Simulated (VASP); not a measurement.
Wanted: the native input for a VASP 6.6.1 run.

| Item | Value |
| --- | --- |
| Task | single point |
| Functional | PBE |
| Potentials or basis | VASP PAW PBE potentials, release 64 (Zn, O) |
| Cutoff | 520 eV |
| k mesh | 12 × 12 × 8 |
| Occupations | gaussian, width 0.1 eV |
| Spin | no spin polarisation |
| Dipole correction | no |
| Further INCAR settings | ALGO = Normal; EDIFF = 1e-07; NBANDS = 22 |

The structure of Zn2O lies in POSCAR:

```
Zn2O
1.0
    3.0214605050      0.0000000000      0.0000000000
   -1.5107302525      2.6166615538      0.0000000000
    0.0000000000      0.0000000000      4.6265261077
Zn O
2 1
Direct
    0.6666666667      0.3333333333      0.7178318383
    0.3333333333      0.6666666667      0.2821681617
    0.0000000000      0.0000000000      0.0000000000
```

These files were run (other wordings do the same):

INCAR

```
PREC = Accurate
ENCUT = 520
EDIFF = 1E-7
ISMEAR = 0
SIGMA = 0.1
LREAL = False
LASPH = True
NELM = 80
ALGO = Normal
ISIF = 2
LWAVE = False
LCHARG = False
GGA = PE
NBANDS = 22
```

KPOINTS

```
regular mesh
0
Gamma
  12 12 8
```

Potentials or basis: VASP PAW PBE potentials, release 64 (Zn, O).

Command:

```console
$ cat potpaw_PBE.64/Zn/POTCAR potpaw_PBE.64/O/POTCAR > POTCAR
$ mpirun -np 1 vasp_std > vasp.out
```

It gave:

```
Pressure               : 0.5 GPa
Largest force          : 0.038 eV/Å
Band gap on the k mesh : zero (bands 15 and 16 overlap by 2.00 eV)
```

Run time: 98 s on 1 thread of Intel(R) Xeon(R) Platinum 8259CL CPU @ 2.50GHz (Skylake/Cascade Lake), with other jobs on the host, peak memory 0.22 GiB.
